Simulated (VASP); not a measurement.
Here is a VASP 6.6.1 calculation.

INCAR

```
SYSTEM = Au
PREC = Accurate ; ENCUT = 500
EDIFF = 1E-6 ; ISMEAR = -1
SIGMA = 0.05 ; LREAL = .FALSE.
LASPH = .TRUE. ; NELM = 120
ALGO = Normal ; ISIF = 2
LWAVE = .FALSE. ; LCHARG = .FALSE.
GGA = RP ; IVDW = 12
NBANDS = 12 ; GGA_COMPAT = .FALSE.
```

Contents of KPOINTS:

```
Automatic mesh
0
G
  11 11 11
  0 0 0
```

POSCAR

```
Au
1.0
    0.0000000000      1.9563288358      1.9563288358
    1.9563288358      0.0000000000      1.9563288358
    1.9563288358      1.9563288358      0.0000000000
Au
1
Direct
    0.0000000000      0.0000000000      0.0000000000
```

Potentials or basis: VASP PAW PBE potentials, release 64 (Au).

Launch:

```bash
$ cat potpaw_PBE.64/Au/POTCAR > POTCAR
$ mpirun -np 1 vasp_std > vasp.out
```

Q: Predict the dispersion energy per atom.

A: -4.093 eV.

Q: What does it give for the pressure?

A: -0.4 GPa.

Caveat: the PAW data sets were made with another functional, which shifts forces and pressure a little; pairwise dispersion overbinds metals, which lowers pressure and volume.
